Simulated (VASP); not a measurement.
# Mg2C in VASP: further runs

Runs on Mg2C. Level: PBE. Tasks: single point.

Everything below comes from runs of VASP 6.6.1. Logs are shortened: lines on timing, memory, paths and dates and some standing lists are left out, and cuts for length are marked.

**1. The cell of the first run**

It takes space group Fmmm (No. 69, orthorhombic). Conventional cell: a = 3.708 Å, b = 4.464 Å, c = 10.902 Å, α = 90.00°, β = 90.00°, γ = 90.00°. Within 3.0 Å of Mg (site symmetry mm2) lie 4 C at 2.28 to 2.60 Å and 5 Mg at 2.67 to 2.90 Å. C (site symmetry mmm) has 8 Mg at 2.28 to 2.60 Å and 4 C at 2.90 Å within 3.0 Å.

**2. Single point, PBE**

Input file INCAR:

```
SYSTEM = Mg2C
PREC = Accurate
ENCUT = 520
EDIFF = 1E-7
ISMEAR = 0
SIGMA = 0.1
LREAL = .False.
LASPH = .True.
NELM = 80
ALGO = Normal
ISIF = 2
LWAVE = .False.
LCHARG = .False.
GGA = PE
NBANDS = 11
```

Input file KPOINTS:

```
Automatic mesh
0
Gamma
  16 16 16
  0 0 0
```

Input file POSCAR:

```
Mg2C
1.0
    0.0000000000      2.2320434397      5.4511362843
    1.8540934891      0.0000000000      5.4511362843
    1.8540934891      2.2320434397      0.0000000000
Mg C
2 1
Direct
    0.1222913392      0.1222913392      0.8777086608
    0.8777086608      0.8777086608      0.1222913392
    0.5000000000      0.5000000000      0.5000000000
```

Potentials or basis: VASP PAW PBE potentials, release 64 (Mg, C).

Run with:

```
$ cat potpaw_PBE.64/Mg/POTCAR potpaw_PBE.64/C/POTCAR > POTCAR
$ mpirun -np 1 vasp_std > vasp.out
```

OUTCAR:

```text
SYSTEM = Mg2C
   PREC = Accurate
   ENCUT = 520
   EDIFF = 1E-7
   ISMEAR = 0
   LREAL = .False.
   LASPH = .True.
   NELM = 80
   ISIF = 2
   GGA = PE

 ion  position               nearest neighbor table
   1  0.122  0.122  0.878-   3 2.28   3 2.28   3 2.60   3 2.60   2 2.67   2 3.35   2 3.35   2 3.57
                             2 3.57
   2  0.878  0.878  0.122-   3 2.28   3 2.28   3 2.60   3 2.60   1 2.67   1 3.35   1 3.35   1 3.57
                             1 3.57
   3  0.500  0.500  0.500-   1 2.28   1 2.28   2 2.28   2 2.28   2 2.60   1 2.60   1 2.60   2 2.60

  LATTYP: Found a face centered orthorhombic cell.
 ALAT       =     3.7081869782
 B/A-ratio  =     1.2038462207
 C/A-ratio  =     2.9400547040

  Lattice vectors:

 A1 = (   0.0000000000,   2.2320434397,   5.4511362843)
 A2 = (   1.8540934891,   0.0000000000,   5.4511362843)
 A3 = (   1.8540934891,   2.2320434397,   0.0000000000)

Analysis of symmetry for initial positions (statically):
=====================================================================
 Subroutine PRICEL returns:
 Original cell was already a primitive cell.

 Routine SETGRP: Setting up the symmetry group for a
 face centered orthorhombic supercell.

 Subroutine GETGRP returns: Found  8 space group operations
 (whereof  8 operations were pure point group operations)
 out of a pool of  8 trial point group operations.

The static configuration has the point symmetry D_2h.

Analysis of symmetry for dynamics (positions and initial velocities):
=====================================================================
 Subroutine PRICEL returns:
 Original cell was already a primitive cell.

 Routine SETGRP: Setting up the symmetry group for a
 face centered orthorhombic supercell.

 Subroutine GETGRP returns: Found  8 space group operations
 (whereof  8 operations were pure point group operations)
 out of a pool of  8 trial point group operations.

The dynamic configuration has the point symmetry D_2h.

 Subroutine INISYM returns: Found  8 space group operations
 (whereof  8 operations are pure point group operations),
 and found     1 'primitive' translations

----------------------------------------------------------------------------------------

                                     Primitive cell

  volume of cell :      45.1182

  direct lattice vectors                    reciprocal lattice vectors
     0.000000000  2.232043440  5.451136284    -0.269673564  0.224009977  0.091723995
     1.854093489  0.000000000  5.451136284     0.269673564 -0.224009977  0.091723995
     1.854093489  2.232043440  0.000000000     0.269673564  0.224009977 -0.091723995

  length of vectors
     5.890407856  5.757825063  2.901668586     0.362377693  0.362377693  0.362377693

  position of ions in fractional coordinates (direct lattice)
     0.122291339  0.122291339  0.877708661
     0.877708661  0.877708661  0.122291339
     0.500000000  0.500000000  0.500000000

  ion indices of the primitive-cell ions
   primitive index   ion index
                 1           1
                 2           2
                 3           3

----------------------------------------------------------------------------------------

 KPOINTS: Automatic mesh

Automatic generation of k-mesh.
 Grid dimensions read from file:
 generate k-points for:   16   16   16

 Generating k-lattice:

  Cartesian coordinates                     Fractional coordinates (reciprocal lattice)
    -0.016854598  0.014000624  0.005732750     0.062500000  0.000000000  0.000000000
     0.016854598 -0.014000624  0.005732750     0.000000000  0.062500000  0.000000000
     0.016854598  0.014000624 -0.005732750     0.000000000  0.000000000  0.062500000

  Length of vectors
     0.022648606  0.022648606  0.022648606

  Shift w.r.t. Gamma in fractional coordinates (k-lattice)
     0.000000000  0.000000000  0.000000000

 Subroutine IBZKPT returns following result:
 ===========================================

 Found    621 irreducible k-points:

 Following reciprocal coordinates:
            Coordinates               Weight
  0.000000  0.000000  0.000000      1.000000
  0.062500  0.000000  0.000000      8.000000
  0.125000  0.000000  0.000000      8.000000
  0.187500  0.000000  0.000000      8.000000
  0.250000  0.000000  0.000000      8.000000
  0.312500  0.000000  0.000000      8.000000
[... 16 lines left out ...]
 -0.125000  0.062500  0.000000      8.000000
 -0.062500  0.062500 -0.000000      4.000000
 [... further k-points ...]
   k-points           NKPTS =    621   k-points in BZ     NKDIM =    621   number of bands    NBANDS=     11
   number of dos      NEDOS =    301   number of ions     NIONS =      3
   total plane-waves  NPLWV =  55296
   dimension x,y,z NGX =    48 NGY =   48 NGZ =   24
   dimension x,y,z NGXF=    96 NGYF=   96 NGZF=   48
   ions per type =               2   1
   NGX,Y,Z   is equivalent  to a cutoff of  13.55, 13.86, 13.75 a.u.
   NGXF,Y,Z  is equivalent  to a cutoff of  27.09, 27.72, 27.50 a.u.
 SYSTEM =  Mg2C
   PREC   = accura    normal or accurate (medium, high low for compatibility)
   ISTART =      0    job   : 0-new  1-cont  2-samecut
   ICHARG =      2    charge: 1-file 2-atom 10-const
   ISPIN  =      1    spin polarized calculation?
   LNONCOLLINEAR =      F non collinear calculations
   LSORBIT =      F    spin-orbit coupling
   LASPH  =      T    aspherical Exc in radial PAW
   ENCUT  =  520.0 eV  38.22 Ry    6.18 a.u.  10.95 10.71  5.40*2*pi/ulx,y,z
   NELM   =     80;   NELMIN=  2; NELMDL= -5     # of ELM steps
   EDIFF  = 0.1E-06   stopping-criterion for ELM
   LREAL  =      F    real-space projection
   EDIFFG = 0.1E-05   stopping-criterion for IOM
   NSW    =      0    number of steps for IOM
   IBRION =     -1    ionic relax: 0-MD 1-quasi-New 2-CG
   NFREE  =      0    steps in history (QN), initial steepest desc. (CG)
   ISIF   =      2    stress and relaxation
   ISYM   =      2    0-nonsym 1-usesym 2-fastsym
   POTIM  = 0.5000    time-step for ionic-motion
   TEBEG  =    0.0;   TEEND  =   0.0 temperature during run
   PSTRESS=    0.0 pullay stress
   NELECT =       8.0000    total number of electrons
   NUPDOWN=      -1.0000    fix difference up-down
   EMIN   =  10.00;   EMAX   =-10.00  energy-range for DOS
   EFERMI =   0.00;   METHOD = LEGACY
   ISMEAR =     0;   SIGMA  =   0.10  broadening in eV -4-tet -1-fermi 0-gaus
   EFERMI_NEDOS =   21; number of points for ismear=-14 and -15
   IALGO  =     38    algorithm
   IMIX   =      4    mixing-type and parameters
     AMIX     =   0.40;   BMIX     =  1.00
     AMIX_MAG =   1.60;   BMIX_MAG =  1.00
  volume/ion in A,a.u.               =      15.04       101.49
  Fermi-wavevector in a.u.,A,eV,Ry     =   0.919717  1.738014 11.508897  0.845880
  Thomas-Fermi vector in A             =   2.044942
   LORBIT       =      0    0 simple, 1 ext, 2 COOP (PROOUT), +10 PAW based schemes
   GGA     = PE    functional components
   LHFCALC =     F    Hartree Fock is set to
   AEXX    =    0.0000 exact exchange contribution
   IVDW    =     0    specifies the selected vdW correction
   LEPSILON=     F    determine dielectric tensor
   LRPA    =     F    only Hartree local field effects (RPA)
 non-spin polarized calculation
 Gauss-broadening in eV      SIGMA  =   0.10
  energy-cutoff  :      520.00
  volume of cell :       45.12
 maximum number of plane-waves:      1240
 NGX is ok and might be reduce to    48
   NGX = 21   NGY = 21   NGZ = 11

 number of electron       8.0000000 magnetization

 Free energy of the ion-electron system (eV)
  ---------------------------------------------------
  ext. energy  EPLUGINS =         0.00000000
  ---------------------------------------------------
  free energy    TOTEN  =        -9.97392146 eV

  energy without entropy =       -9.96657190  energy(sigma->0) =       -9.97024668

 E-fermi :   3.7896     XC(G=0):  -9.5656

 val. band max:        3.7888868824   @ k =   0.2500   0.5000   0.1250
 cond. band min:       3.7929485918   @ k =   0.1875   0.4375   0.1250
 fundamental gap:      0.0040617094
 Fermi energy:         3.7896169540

 k-point     1 :       0.0000    0.0000    0.0000
  band No.  band energies     occupation
      1      -8.0049      2.00000
      2      -0.6909      2.00000
      3      -0.4501      2.00000
      4       4.3680      0.00000
      5       5.5694      0.00000
      6       9.5541      0.00000
      7      10.7233      0.00000
      8      12.7428      0.00000
      9      13.7902      0.00000
     10      13.9120      0.00000
     11      15.1748      0.00000

 k-point     2 :       0.0625    0.0000    0.0000
  band No.  band energies     occupation
      1      -7.9498      2.00000
      2      -0.7680      2.00000
      3      -0.2420      2.00000
      4       4.1884      0.00000
      5       5.4162      0.00000
      6       9.5044      0.00000
      7      10.9372      0.00000
      8      12.7934      0.00000
      9      13.0339      0.00000
     10      13.8602      0.00000
     11      15.1639      0.00000

 k-point     3 :       0.1250    0.0000    0.0000
  band No.  band energies     occupation
      1      -7.7867      2.00000
      2      -0.7883      2.00000
      3       0.1655      2.00000
      4       3.5632      1.99864
      5       5.2302      0.00000
      6       9.3445      0.00000
      7      11.3315      0.00000
      8      11.4929      0.00000
      9      13.1850      0.00000
     10      14.0491      0.00000
     11      15.0853      0.00000

 k-point     4 :       0.1875    0.0000    0.0000
  band No.  band energies     occupation
      1      -7.5218      2.00000
      2      -0.6854      2.00000
      3       0.6776      2.00000
      4       2.6219      2.00000
      5       5.1831      0.00000
      6       8.9144      0.00000
      7      10.1486      0.00000
      8      11.8522      0.00000
      9      13.3746      0.00000
     10      14.3164      0.00000
     11      14.9911      0.00000

 k-point     5 :       0.2500    0.0000    0.0000
  band No.  band energies     occupation
      1      -7.1679      2.00000
      2      -0.4647      2.00000
      3       1.0675      2.00000
      4       1.8117      2.00000
      5       5.2082      0.00000
      6       7.8931      0.00000
      7       9.5140      0.00000
      8      12.1997      0.00000
      9      13.1845      0.00000
     10      14.5459      0.00000
     11      14.8191      0.00000
[... 211 lines left out ...]
 k-point    21 :      -0.2500    0.0625   -0.0000
  band No.  band energies     occupation
      1      -6.7595      2.00000
      2       0.0130      2.00000
      3       0.5051      2.00000
      4       1.7963      2.00000
      5       5.2625      0.00000
      6       6.5595      0.00000
      7       9.5164      0.00000
      8      12.0575      0.00000
      9      13.1743      0.00000
     10      14.5750      0.00000
     11      15.0863      0.00000

 k-point    22 :      -0.1875    0.0625   -0.0000
  band No.  band energies     occupation
      1      -7.1771      2.00000
      2      -0.1122      2.00000
      3       0.7155      2.00000
      4       1.7108      2.00000
      5       5.2103      0.00000
      6       7.8165      0.00000
      7       9.8600      0.00000
      8      12.0948      0.00000
      9      13.3490      0.00000
     10      14.6885      0.00000
     11      14.8134      0.00000

 k-point    23 :      -0.1250    0.0625    0.0000
  band No.  band energies     occupation
      1      -7.5287      2.00000
      2      -0.3039      2.00000
      3       0.2232      2.00000
      4       2.6219      2.00000
      5       5.1844      0.00000
      6       8.9822      0.00000
      7      10.3210      0.00000
      8      11.7933      0.00000
      9      13.3841      0.00000
     10      14.3119      0.00000
     11      14.9480      0.00000

 k-point    24 :      -0.0625    0.0625   -0.0000
  band No.  band energies     occupation
      1      -7.7904      2.00000
      2      -0.4612      2.00000
      3      -0.2009      2.00000
      4       3.5640      1.99858
      5       5.2309      0.00000
      6       9.4696      0.00000
      7      11.3623      0.00000
      8      11.4634      0.00000
      9      13.1678      0.00000
     10      14.0024      0.00000
     11      15.0460      0.00000

 [... further k-points ...]

------------------------ aborting loop because EDIFF is reached ----------------------------------------

  FORCE on cell =-STRESS in cart. coord.  units (eV):
  Direction    XX          YY          ZZ          XY          YZ          ZX
  --------------------------------------------------------------------------------------
  -------------------------------------------------------------------------------------
  Total       -0.0371500     -0.0799153     -0.0557181     -0.0000000      0.0000000      0.0000000
  in kB       -1.3192209     -2.8378501     -1.9785890     -0.0000000      0.0000000      0.0000000
  external PRESSURE =      -2.0452200 kB  Pullay stress =       0.0000000 kB

 VOLUME and BASIS-vectors are now :
 -----------------------------------------------------------------------------
  energy-cutoff  :      520.00
  volume of cell :       45.12
      direct lattice vectors                 reciprocal lattice vectors
     0.000000000  2.232043440  5.451136284    -0.269673564  0.224009977  0.091723995
     1.854093489  0.000000000  5.451136284     0.269673564 -0.224009977  0.091723995
     1.854093489  2.232043440  0.000000000     0.269673564  0.224009977 -0.091723995

 POSITION                                       TOTAL-FORCE (eV/Angst)
 -----------------------------------------------------------------------------------
      1.85409      2.23204      1.33325         0.000000      0.000000      0.001393
      1.85409      2.23204      9.56902         0.000000      0.000000     -0.001393
      1.85409      2.23204      5.45114         0.000000      0.000000      0.000000
 -----------------------------------------------------------------------------------
    total drift:                               -0.000000     -0.000000     -0.000000

  FREE ENERGIE OF THE ION-ELECTRON SYSTEM (eV)
  ---------------------------------------------------
  free  energy   TOTEN  =        -9.9739214580 eV

  energy  without entropy=       -9.9665718969  energy(sigma->0) =       -9.97024668
```

Run time: 6.7 min. Hardware: 1 thread of Intel Xeon Platinum 8259CL at 2.50GHz (Skylake/Cascade Lake), shared host; peak memory 0.49 GiB.

What came out:

| Quantity | Value |
| --- | --- |
| Free energy | -9.9739 eV |
| Pressure | -0.2 GPa |
| Band gap on the k mesh | zero (bands 4 and 5 overlap by 1.99 eV) |

**3. Single point, PBE**

This run uses another cell than the first one, of 15.23 Å³/atom.

Input file INCAR:

```
PREC     = Accurate       # precision mode
ENCUT    = 520            # plane-wave cutoff, eV
EDIFF    = 1E-6           # SCF threshold, eV
ISMEAR   = 0              # smearing method
SIGMA    = 0.1            # smearing width, eV
LREAL    = False          # projectors in reciprocal space
LASPH    = True           # aspherical terms in the spheres
NELM     = 60             # most SCF steps
ALGO     = Normal         # electronic algorithm
ISIF     = 2              # what is computed and relaxed
LWAVE    = False          # write WAVECAR
LCHARG   = False          # write CHGCAR
GGA      = PE             # functional
NBANDS   = 11             # bands
```

Input file KPOINTS:

```
regular mesh
0
Gamma
  6 6 6
```

Input file POSCAR:

```
Mg2C
1.0
    0.0000000000      2.2986977618      5.4539499795
    1.8217982457      0.0000000000      5.4539499795
    1.8217982457      2.2986977618      0.0000000000
Mg C
2 1
Direct
    0.1216223438      0.1216223438      0.8783776562
    0.8783776562      0.8783776562      0.1216223438
    0.5000000000      0.5000000000      0.5000000000
```

Potentials or basis: VASP PAW PBE potentials, release 64 (Mg, C).

Run with:

```
$ cat potpaw_PBE.64/Mg/POTCAR potpaw_PBE.64/C/POTCAR > POTCAR
$ mpirun -np 1 vasp_std > vasp.out
```

OUTCAR:

```text
PREC = Accurate
   ENCUT = 520
   EDIFF = 1E-6
   ISMEAR = 0
   LREAL = False
   LASPH = True
   NELM = 60
   ISIF = 2
   GGA = PE

 ion  position               nearest neighbor table
   1  0.122  0.122  0.878-   3 2.25   3 2.25   2 2.65   3 2.65   3 2.65   2 3.34   2 3.34   2 3.62
                             2 3.62
   2  0.878  0.878  0.122-   3 2.25   3 2.25   1 2.65   3 2.65   3 2.65   1 3.34   1 3.34   1 3.62
                             1 3.62
   3  0.500  0.500  0.500-   1 2.25   1 2.25   2 2.25   2 2.25   2 2.65   1 2.65   1 2.65   2 2.65

  LATTYP: Found a face centered orthorhombic cell.
 ALAT       =     3.6435964914
 B/A-ratio  =     1.2617740561
 C/A-ratio  =     2.9937178787

  Lattice vectors:

 A1 = (   0.0000000000,   2.2986977618,   5.4539499795)
 A2 = (   1.8217982457,   0.0000000000,   5.4539499795)
 A3 = (   1.8217982457,   2.2986977618,   0.0000000000)

Analysis of symmetry for initial positions (statically):
=====================================================================
 Subroutine PRICEL returns:
 Original cell was already a primitive cell.

 Routine SETGRP: Setting up the symmetry group for a
[... 185 lines left out ...]
      6       9.4085      0.00000
      7      10.5925      0.00000
      8      12.8211      0.00000
      9      13.7005      0.00000
     10      13.9643      0.00000
     11      15.0430      0.00000
[... 309 lines left out ...]
 k-point    24 :       0.5000    0.3333    0.1667
  band No.  band energies     occupation
      1      -7.3205      2.00000
      2      -1.6754      2.00000
      3       2.7730      2.00000
      4       3.2430      1.99996
      5       4.0008      0.00000
      6       7.4005      0.00000
      7      11.3941      0.00000
      8      11.4861      0.00000
      9      12.7946      0.00000
     10      13.7881      0.00000
     11      14.2843      0.00000

 [... further k-points ...]

------------------------ aborting loop because EDIFF is reached ----------------------------------------

  FORCE on cell =-STRESS in cart. coord.  units (eV):
  Direction    XX          YY          ZZ          XY          YZ          ZX
  --------------------------------------------------------------------------------------
  -------------------------------------------------------------------------------------
  Total        0.0568916     -0.0261415     -0.0413435      0.0000000      0.0000000      0.0000000
  in kB        1.9954268     -0.9168926     -1.4500889      0.0000000      0.0000000      0.0000000
  external PRESSURE =      -0.1238516 kB  Pullay stress =       0.0000000 kB

 VOLUME and BASIS-vectors are now :
 -----------------------------------------------------------------------------
  energy-cutoff  :      520.00
  volume of cell :       45.68
      direct lattice vectors                 reciprocal lattice vectors
     0.000000000  2.298697762  5.453949979    -0.274454101  0.217514459  0.091676675
     1.821798246  0.000000000  5.453949979     0.274454101 -0.217514459  0.091676675
     1.821798246  2.298697762  0.000000000     0.274454101  0.217514459 -0.091676675

 POSITION                                       TOTAL-FORCE (eV/Angst)
 -----------------------------------------------------------------------------------
      1.82180      2.29870      1.32664        -0.000000      0.000000      0.002524
      1.82180      2.29870      9.58126        -0.000000      0.000000     -0.002524
      1.82180      2.29870      5.45395         0.000000      0.000000      0.000000
 -----------------------------------------------------------------------------------
    total drift:                               -0.000000      0.000000     -0.000000

  FREE ENERGIE OF THE ION-ELECTRON SYSTEM (eV)
  ---------------------------------------------------
  free  energy   TOTEN  =        -9.9292126361 eV

  energy  without entropy=       -9.9214001551  energy(sigma->0) =       -9.92530640
```

stdout:

```text
POSCAR found type information on POSCAR MgC
 POSCAR found :  2 types and       3 ions
 scaLAPACK will be used
 LDA part: xc-table for (Slater+PW92), standard interpolation
 POSCAR, INCAR and KPOINTS ok, starting setup
 FFT: planning ... GRIDC
 FFT: planning ... GRID_SOFT
 FFT: planning ... GRID
 WAVECAR not read
 entering main loop
```

Wall time 73 s (1 thread of Oxide Virtual Turin-like, shared host); peak memory 0.19 GiB.

Results:

* Free energy: -9.9292 eV
* Pressure: 0.0 GPa
* Band gap on the k mesh: zero (bands 4 and 5 overlap by 1.40 eV)

Forces on the atoms (eV/Å):
```
Mg   0.000  0.000  0.003
Mg   0.000  0.000 -0.003
C    0.000  0.000  0.000
```

Caveat: the k points lie up to 0.38 Å⁻¹ apart, too coarse for converged energies and pressures of a metal.

(Continued in part 2 of 2.)

The gap in the log of VASP goes by the Fermi energy; the results here count the filled bands.